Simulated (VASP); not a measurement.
# Mo (Im-3m) in VASP: a series of runs

Runs on Mo. Level: PBE. Tasks: single point.

Everything below comes from runs of VASP 6.6.1. Logs are shortened: lines on timing, memory, paths and dates and some standing lists are left out, and cuts for length are marked.

### Step 1. The cell of the first run

It takes space group Im-3m (No. 229, cubic). Conventional cell: a = 3.016 Å, b = 3.016 Å, c = 3.016 Å, α = 90.00°, β = 90.00°, γ = 90.00°. Within 3.4 Å of Mo (site symmetry m-3m) lie 14 Mo at 2.61 to 3.02 Å.

### Step 2. Single point, PBE

Contents of INCAR:

```
SYSTEM = Mo
ALGO = Normal
EDIFF = 1E-6
ENCUT = 520
GGA = PE
ISIF = 2
ISMEAR = 1
LASPH = .TRUE.
LCHARG = .TRUE.
LELF = .TRUE.
LREAL = .FALSE.
LVHAR = .TRUE.
LWAVE = .FALSE.
NBANDS = 13
NELM = 60
PREC = Accurate
SIGMA = 0.1
```

Contents of KPOINTS:

```
k-points
0
G
  13 13 13
  0 0 0
```

Contents of POSCAR:

```
Mo
1.0
   -1.5077783749      1.5077783749      1.5077783749
    1.5077783749     -1.5077783749      1.5077783749
    1.5077783749      1.5077783749     -1.5077783749
Mo
1
Direct
    0.0000000000      0.0000000000      0.0000000000
```

Potentials or basis: VASP PAW PBE potentials, release 64 (Mo_sv).

The run is started by

```sh
$ cat potpaw_PBE.64/Mo_sv/POTCAR > POTCAR
$ mpirun -np 1 vasp_std > vasp.out
```

OUTCAR:

```text
SYSTEM = Mo
   EDIFF = 1E-6
   ENCUT = 520
   GGA = PE
   ISIF = 2
   ISMEAR = 1
   LASPH = .TRUE.
   LREAL = .FALSE.
   NELM = 60
   PREC = Accurate

 ion  position               nearest neighbor table
   1  0.000  0.000  0.000-

  LATTYP: Found a body centered cubic cell.
 ALAT       =     3.0155567498

  Lattice vectors:

 A1 = (  -1.5077783749,   1.5077783749,   1.5077783749)
 A2 = (   1.5077783749,  -1.5077783749,   1.5077783749)
 A3 = (   1.5077783749,   1.5077783749,  -1.5077783749)

Analysis of symmetry for initial positions (statically):
=====================================================================
 Subroutine PRICEL returns:
 Original cell was already a primitive cell.

 Routine SETGRP: Setting up the symmetry group for a
 body centered cubic supercell.

 Subroutine GETGRP returns: Found 48 space group operations
 (whereof 48 operations were pure point group operations)
 out of a pool of 48 trial point group operations.

The static configuration has the point symmetry O_h .

Analysis of symmetry for dynamics (positions and initial velocities):
=====================================================================
 Subroutine PRICEL returns:
 Original cell was already a primitive cell.

 Routine SETGRP: Setting up the symmetry group for a
 body centered cubic supercell.

 Subroutine GETGRP returns: Found 48 space group operations
 (whereof 48 operations were pure point group operations)
 out of a pool of 48 trial point group operations.

The dynamic configuration has the point symmetry O_h .

 Subroutine INISYM returns: Found 48 space group operations
 (whereof 48 operations are pure point group operations),
 and found     1 'primitive' translations

----------------------------------------------------------------------------------------

                                     Primitive cell

  volume of cell :      13.7111

  direct lattice vectors                    reciprocal lattice vectors
    -1.507778375  1.507778375  1.507778375     0.000000000  0.331613723  0.331613723
     1.507778375 -1.507778375  1.507778375     0.331613723  0.000000000  0.331613723
     1.507778375  1.507778375 -1.507778375     0.331613723  0.331613723  0.000000000

  length of vectors
     2.611548752  2.611548752  2.611548752     0.468972624  0.468972624  0.468972624

  position of ions in fractional coordinates (direct lattice)
     0.000000000  0.000000000  0.000000000

  ion indices of the primitive-cell ions
   primitive index   ion index
                 1           1

----------------------------------------------------------------------------------------

 KPOINTS: k-points

Automatic generation of k-mesh.
 Grid dimensions read from file:
 generate k-points for:   13   13   13

 Generating k-lattice:

  Cartesian coordinates                     Fractional coordinates (reciprocal lattice)
     0.000000000  0.025508748  0.025508748     0.076923077  0.000000000  0.000000000
     0.025508748  0.000000000  0.025508748     0.000000000  0.076923077  0.000000000
     0.025508748  0.025508748  0.000000000     0.000000000  0.000000000  0.076923077

  Length of vectors
     0.036074817  0.036074817  0.036074817

  Shift w.r.t. Gamma in fractional coordinates (k-lattice)
     0.000000000  0.000000000  0.000000000

 Subroutine IBZKPT returns following result:
 ===========================================

 Found     84 irreducible k-points:

 Following reciprocal coordinates:
            Coordinates               Weight
  0.000000  0.000000  0.000000      1.000000
  0.076923  0.000000  0.000000     12.000000
  0.153846  0.000000  0.000000     12.000000
  0.230769  0.000000  0.000000     12.000000
  0.307692  0.000000  0.000000     12.000000
  0.384615  0.000000  0.000000     12.000000
[... 16 lines left out ...]
  0.153846  0.076923  0.076923     24.000000
  0.230769  0.076923  0.076923     24.000000
 [... further k-points ...]
   k-points           NKPTS =     84   k-points in BZ     NKDIM =     84   number of bands    NBANDS=     13
   number of dos      NEDOS =    301   number of ions     NIONS =      1
   total plane-waves  NPLWV =   8000
   dimension x,y,z NGX =    20 NGY =   20 NGZ =   20
   dimension x,y,z NGXF=    40 NGYF=   40 NGZF=   40
   ions per type =               1
   NGX,Y,Z   is equivalent  to a cutoff of  12.73, 12.73, 12.73 a.u.
   NGXF,Y,Z  is equivalent  to a cutoff of  25.46, 25.46, 25.46 a.u.
 SYSTEM =  Mo
   PREC   = accura    normal or accurate (medium, high low for compatibility)
   ISTART =      0    job   : 0-new  1-cont  2-samecut
   ICHARG =      2    charge: 1-file 2-atom 10-const
   ISPIN  =      1    spin polarized calculation?
   LNONCOLLINEAR =      F non collinear calculations
   LSORBIT =      F    spin-orbit coupling
   LASPH  =      T    aspherical Exc in radial PAW
   ENCUT  =  520.0 eV  38.22 Ry    6.18 a.u.   4.86  4.86  4.86*2*pi/ulx,y,z
   NELM   =     60;   NELMIN=  2; NELMDL= -5     # of ELM steps
   EDIFF  = 0.1E-05   stopping-criterion for ELM
   LREAL  =      F    real-space projection
   EDIFFG = 0.1E-04   stopping-criterion for IOM
   NSW    =      0    number of steps for IOM
   IBRION =     -1    ionic relax: 0-MD 1-quasi-New 2-CG
   NFREE  =      0    steps in history (QN), initial steepest desc. (CG)
   ISIF   =      2    stress and relaxation
   ISYM   =      2    0-nonsym 1-usesym 2-fastsym
   POTIM  = 0.5000    time-step for ionic-motion
   TEBEG  =    0.0;   TEEND  =   0.0 temperature during run
   PSTRESS=    0.0 pullay stress
   NELECT =      14.0000    total number of electrons
   NUPDOWN=      -1.0000    fix difference up-down
   EMIN   =  10.00;   EMAX   =-10.00  energy-range for DOS
   EFERMI =   0.00;   METHOD = LEGACY
   ISMEAR =     1;   SIGMA  =   0.10  broadening in eV -4-tet -1-fermi 0-gaus
   EFERMI_NEDOS =   21; number of points for ismear=-14 and -15
   IALGO  =     38    algorithm
   IMIX   =      4    mixing-type and parameters
     AMIX     =   0.40;   BMIX     =  1.00
     AMIX_MAG =   1.60;   BMIX_MAG =  1.00
  volume/ion in A,a.u.               =      13.71        92.53
  Fermi-wavevector in a.u.,A,eV,Ry     =   1.648517  3.115245 36.975290  2.717607
  Thomas-Fermi vector in A             =   2.737793
   LORBIT       =      0    0 simple, 1 ext, 2 COOP (PROOUT), +10 PAW based schemes
   GGA     = PE    functional components
   LHFCALC =     F    Hartree Fock is set to
   AEXX    =    0.0000 exact exchange contribution
   IVDW    =     0    specifies the selected vdW correction
   LEPSILON=     F    determine dielectric tensor
   LRPA    =     F    only Hartree local field effects (RPA)
 non-spin polarized calculation
 Methfessel and Paxton  Order N= 1 SIGMA  =   0.10
  energy-cutoff  :      520.00
  volume of cell :       13.71
 maximum number of plane-waves:       382
   NGX =  9   NGY =  9   NGZ =  9

 number of electron      14.0000004 magnetization

 Free energy of the ion-electron system (eV)
  ---------------------------------------------------
  ext. energy  EPLUGINS =         0.00000000
  ---------------------------------------------------
  free energy    TOTEN  =       -10.64902176 eV

  energy without entropy =      -10.64772503  energy(sigma->0) =      -10.64858951

 E-fermi :  14.9661     XC(G=0): -14.1460

 val. band max:       14.9190841380   @ k =  -0.2308   0.3077   0.0769
 cond. band min:      14.9707239835   @ k =  -0.4615   0.4615   0.0769
 fundamental gap:      0.0516398455
 Fermi energy:        14.9661263710

 k-point     1 :       0.0000    0.0000    0.0000
  band No.  band energies     occupation
      1     -46.5290      2.00000
      2     -19.4174      2.00000
      3     -19.4174      2.00000
      4     -19.4174      2.00000
      5       7.2154      2.00000
      6      13.1726      2.00000
      7      13.1726      2.00000
      8      13.1726      2.00000
      9      16.7159     -0.00000
     10      16.7159     -0.00000
     11      29.8109      0.00000
     12      29.8109      0.00000
     13      29.8109      0.00000

 k-point     2 :       0.0769    0.0000    0.0000
  band No.  band energies     occupation
      1     -46.5044      2.00000
      2     -19.5483      2.00000
      3     -19.4566      2.00000
      4     -19.4188      2.00000
      5       7.5179      2.00000
      6      12.9926      2.00000
      7      13.1393      2.00000
      8      13.4653      2.00000
      9      16.4461     -0.00000
     10      16.7174     -0.00000
     11      30.0562      0.00000
     12      30.3253      0.00000
     13      30.4981      0.00000

 k-point     3 :       0.1538    0.0000    0.0000
  band No.  band energies     occupation
      1     -46.4357      2.00000
      2     -19.9027      2.00000
      3     -19.5642      2.00000
      4     -19.4227      2.00000
      5       8.3070      2.00000
      6      12.5294      2.00000
      7      12.9969      2.00000
      8      14.3199      2.00000
      9      16.0405     -0.00000
     10      16.7481     -0.00000
     11      30.5366      0.00000
     12      31.7848      0.00000
     13      31.9776      0.00000
[... 305 lines left out ...]
 k-point    23 :       0.1538    0.0769    0.0769
  band No.  band energies     occupation
      1     -46.3056      2.00000
      2     -20.5366      2.00000
      3     -19.6736      2.00000
      4     -19.5267      2.00000
      5       9.6834      2.00000
      6      11.7832      2.00000
      7      12.1058      2.00000
      8      16.3007     -0.00000
      9      16.7922     -0.00000
     10      16.9508     -0.00000
     11      31.2104      0.00000
     12      32.4194      0.00000
     13      32.7949      0.00000

 k-point    24 :       0.2308    0.0769    0.0769
  band No.  band energies     occupation
      1     -46.2092      2.00000
      2     -20.9178      2.00000
      3     -19.8752      2.00000
      4     -19.5434      2.00000
      5       9.8958      2.00000
      6      11.3000      2.00000
      7      12.8139      2.00000
      8      16.5001     -0.00000
      9      17.1220      0.00000
     10      18.8586      0.00000
     11      29.9301      0.00000
     12      31.3897      0.00000
     13      34.8326      0.00000

 [... further k-points ...]
[... 5 lines left out ...]
  --------------------------------------------------------------------------------------
  -------------------------------------------------------------------------------------
  Total        4.2663562      4.2663562      4.2663562     -0.0000000     -0.0000000      0.0000000
  in kB      498.5344446    498.5344446    498.5344446     -0.0000000     -0.0000000      0.0000000
  external PRESSURE =     498.5344446 kB  Pullay stress =       0.0000000 kB

 VOLUME and BASIS-vectors are now :
 -----------------------------------------------------------------------------
  energy-cutoff  :      520.00
  volume of cell :       13.71
      direct lattice vectors                 reciprocal lattice vectors
    -1.507778375  1.507778375  1.507778375     0.000000000  0.331613723  0.331613723
     1.507778375 -1.507778375  1.507778375     0.331613723  0.000000000  0.331613723
     1.507778375  1.507778375 -1.507778375     0.331613723  0.331613723  0.000000000

 POSITION                                       TOTAL-FORCE (eV/Angst)
 -----------------------------------------------------------------------------------
      0.00000      0.00000      0.00000        -0.000000     -0.000000      0.000000
 -----------------------------------------------------------------------------------
    total drift:                                0.000000      0.000000      0.000000

  FREE ENERGIE OF THE ION-ELECTRON SYSTEM (eV)
  ---------------------------------------------------
  free  energy   TOTEN  =       -10.6490217561 eV

  energy  without entropy=      -10.6477250277  energy(sigma->0) =      -10.64858951
```

Wall time 9.3 s (1 thread of Intel Xeon 6975P-C, shared host); peak memory 0.13 GiB.

Results:

```
Free energy            : -10.6490 eV
Pressure               : 49.9 GPa
Band gap on the k mesh : zero (band 7 reaches 19.13 eV, above the bottom of band 8 at 13.17 eV)
```

### Step 3. Single point, PBE

This run uses another cell than the first one, of 14.33 Å³/atom, 1.045 times its volume.

Contents of INCAR:

```
  PREC = Accurate
  ENCUT = 520
  EDIFF = 1E-6
  ISMEAR = 1
  SIGMA = 0.1
  LREAL = False
  LASPH = True
  NELM = 80
  ALGO = Normal
  ISIF = 2
  LWAVE = False
  LCHARG = False
  GGA = PE
  NBANDS = 13
```

Contents of KPOINTS:

```
Automatic mesh
0
Gamma
  13 13 13
```

Contents of POSCAR:

```
Mo
1.0
   -1.5302858480      1.5302858480      1.5302858480
    1.5302858480     -1.5302858480      1.5302858480
    1.5302858480      1.5302858480     -1.5302858480
Mo
1
Direct
    0.0000000000      0.0000000000      0.0000000000
```

Potentials or basis: VASP PAW PBE potentials, release 64 (Mo_sv).

The run is started by

```sh
$ cat potpaw_PBE.64/Mo_sv/POTCAR > POTCAR
$ mpirun -np 1 vasp_std > vasp.out
```

OUTCAR:

```text
PREC = Accurate
   ENCUT = 520
   EDIFF = 1E-6
   ISMEAR = 1
   LREAL = False
   LASPH = True
   NELM = 80
   ISIF = 2
   GGA = PE

 ion  position               nearest neighbor table
   1  0.000  0.000  0.000-

  LATTYP: Found a body centered cubic cell.
 ALAT       =     3.0605716960

  Lattice vectors:

 A1 = (  -1.5302858480,   1.5302858480,   1.5302858480)
 A2 = (   1.5302858480,  -1.5302858480,   1.5302858480)
 A3 = (   1.5302858480,   1.5302858480,  -1.5302858480)

Analysis of symmetry for initial positions (statically):
=====================================================================
 Subroutine PRICEL returns:
 Original cell was already a primitive cell.

 Routine SETGRP: Setting up the symmetry group for a
 body centered cubic supercell.

 Subroutine GETGRP returns: Found 48 space group operations
 (whereof 48 operations were pure point group operations)
 out of a pool of 48 trial point group operations.

The static configuration has the point symmetry O_h .

[... 166 lines left out ...]
  band No.  band energies     occupation
      1     -47.2733      2.00000
      2     -20.3083      2.00000
      3     -20.3083      2.00000
      4     -20.3083      2.00000
      5       6.5435      2.00000
      6      12.4944      2.00000
      7      12.4944      2.00000
      8      12.4944      2.00000
      9      15.8564     -0.00000
     10      15.8564     -0.00000
     11      28.9854      0.00000
     12      28.9854      0.00000
     13      28.9854      0.00000
[... 354 lines left out ...]
  band No.  band energies     occupation
      1     -47.0041      2.00000
      2     -21.6191      2.00000
      3     -20.7082      2.00000
      4     -20.4162      2.00000
      5       9.2664      2.00000
      6      10.7268      2.00000
      7      12.0490      2.00000
      8      15.6426     -0.00000
      9      16.2298      0.00000
     10      17.8275      0.00000
     11      28.9038      0.00000
     12      30.0166      0.00000
     13      33.7648      0.00000

 [... further k-points ...]

------------------------ aborting loop because EDIFF is reached ----------------------------------------

  FORCE on cell =-STRESS in cart. coord.  units (eV):
  Direction    XX          YY          ZZ          XY          YZ          ZX
  --------------------------------------------------------------------------------------
  -------------------------------------------------------------------------------------
  Total        2.7897744      2.7897744      2.7897744     -0.0000000     -0.0000000      0.0000000
  in kB      311.8185826    311.8185826    311.8185826     -0.0000000     -0.0000000      0.0000000
  external PRESSURE =     311.8185826 kB  Pullay stress =       0.0000000 kB

 VOLUME and BASIS-vectors are now :
 -----------------------------------------------------------------------------
  energy-cutoff  :      520.00
  volume of cell :       14.33
      direct lattice vectors                 reciprocal lattice vectors
    -1.530285848  1.530285848  1.530285848     0.000000000  0.326736342  0.326736342
     1.530285848 -1.530285848  1.530285848     0.326736342  0.000000000  0.326736342
     1.530285848  1.530285848 -1.530285848     0.326736342  0.326736342  0.000000000

 POSITION                                       TOTAL-FORCE (eV/Angst)
 -----------------------------------------------------------------------------------
      0.00000      0.00000      0.00000         0.000000      0.000000     -0.000000
 -----------------------------------------------------------------------------------
    total drift:                                0.000000     -0.000000      0.000000

  FREE ENERGIE OF THE ION-ELECTRON SYSTEM (eV)
  ---------------------------------------------------
  free  energy   TOTEN  =       -10.8056777461 eV

  energy  without entropy=      -10.8043888758  energy(sigma->0) =      -10.80524812
```

stdout:

```text
POSCAR found type information on POSCAR Mo
 POSCAR found :  1 types and       1 ions
 scaLAPACK will be used
 LDA part: xc-table for (Slater+PW92), standard interpolation
 POSCAR, INCAR and KPOINTS ok, starting setup
 FFT: planning ... GRIDC
 FFT: planning ... GRID_SOFT
 FFT: planning ... GRID
 WAVECAR not read
 entering main loop
```

It took 8.5 s on 1 thread of Intel Xeon 6975P-C, shared host; peak memory 0.13 GiB.

What came out:

```
Free energy            : -10.8057 eV
Pressure               : 31.2 GPa
Band gap on the k mesh : zero (band 7 reaches 18.10 eV, above the bottom of band 8 at 12.49 eV)
```

### Step 4. Single point, PBE

This run uses another cell than the first one, of 14.96 Å³/atom, 1.091 times its volume.

Contents of INCAR:

```
  ALGO = Normal
  EDIFF = 1E-6
  ENCUT = 520
  GGA = PE
  ISIF = 2
  ISMEAR = 1
  LASPH = True
  LCHARG = False
  LREAL = False
  LWAVE = False
  NBANDS = 13
  NELM = 100
  PREC = Accurate
  SIGMA = 0.1
```

Contents of KPOINTS:

```
k-points
0
Gamma
  13 13 13
```

Contents of POSCAR:

```
Mo
1.0
   -1.5521500284      1.5521500284      1.5521500284
    1.5521500284     -1.5521500284      1.5521500284
    1.5521500284      1.5521500284     -1.5521500284
Mo
1
Direct
    0.0000000000      0.0000000000      0.0000000000
```

The run is started by

```sh
$ cat potpaw_PBE.64/Mo_sv/POTCAR > POTCAR
$ mpirun -np 1 vasp_std > vasp.out
```

It took 8.6 s on 1 thread of Intel Xeon 6975P-C, shared host; peak memory 0.13 GiB.

It converged, with:

```
Free energy            : -10.8966 eV
Pressure               : 15.9 GPa
Band gap on the k mesh : zero (band 7 reaches 17.15 eV, above the bottom of band 8 at 11.87 eV)
```

Levels at points of the mesh, in eV from the Fermi level:
| k point | band 4 | band 5 | band 6 | band 7 | band 8 | band 9 | band 10 | band 11 |
| --- | --- | --- | --- | --- | --- | --- | --- | --- |
| (0.00, 0.00, 0.00) | -34.60 | -7.53 | -1.60 | -1.60 | -1.60 | 1.59 | 1.59 | 14.74 |

### Step 5. Single point, PBE

This run uses another cell than the first one, of 15.58 Å³/atom, 1.136 times its volume.

Contents of INCAR:

```
SYSTEM = Mo
PREC = Accurate ; ENCUT = 520
EDIFF = 1E-6 ; ISMEAR = 1
SIGMA = 0.1 ; LREAL = .FALSE.
LASPH = .TRUE. ; NELM = 80
ALGO = Normal ; ISIF = 2
LWAVE = .FALSE. ; LCHARG = .FALSE.
GGA = PE ; NBANDS = 13
```

Contents of KPOINTS:

```
regular mesh
0
G
  13 13 13
  0 0 0
```

Contents of POSCAR:

```
Mo
1.0
   -1.5734150000      1.5734150000      1.5734150000
    1.5734150000     -1.5734150000      1.5734150000
    1.5734150000      1.5734150000     -1.5734150000
Mo
1
Direct
    0.0000000000      0.0000000000      0.0000000000
```

The run is started by

```sh
$ cat potpaw_PBE.64/Mo_sv/POTCAR > POTCAR
$ mpirun -np 1 vasp_std > vasp.out
```

Wall time 7.9 s (1 thread of Intel Xeon 6975P-C, shared host); peak memory 0.13 GiB.

The run converged. Its results:

```
Free energy            : -10.9339 eV
Pressure               : 3.6 GPa
Band gap on the k mesh : zero (band 7 reaches 16.27 eV, above the bottom of band 8 at 11.28 eV)
```

Levels at points of the mesh, in eV from the Fermi level:
```tsv
k point	band 4	band 5	band 6	band 7	band 8	band 9	band 10	band 11
(0.00, 0.00, 0.00)	-34.69	-7.40	-1.52	-1.52	-1.52	1.52	1.52	14.68
```

### Step 6. Overview

```csv
cell,gap on the mesh (eV),pressure (GPa)
"a = 2.612 Å, angles 109.5°, 1 atom",none,49.9
"a = 2.651 Å, angles 109.5°, 1 atom",none,31.2
"a = 2.688 Å, angles 109.5°, 1 atom",none,15.9
"a = 2.725 Å, angles 109.5°, 1 atom",none,3.6
```

Alike in all rows: task single point; level PBE; potentials or basis VASP PAW PBE potentials, release 64 (Mo_sv); no spin polarisation; k mesh 13 × 13 × 13; cutoff (eV) 520; smearing methfessel-paxton 0.1 eV.

Total energies depend on the potentials used, so only differences within one code and one set of settings carry meaning.
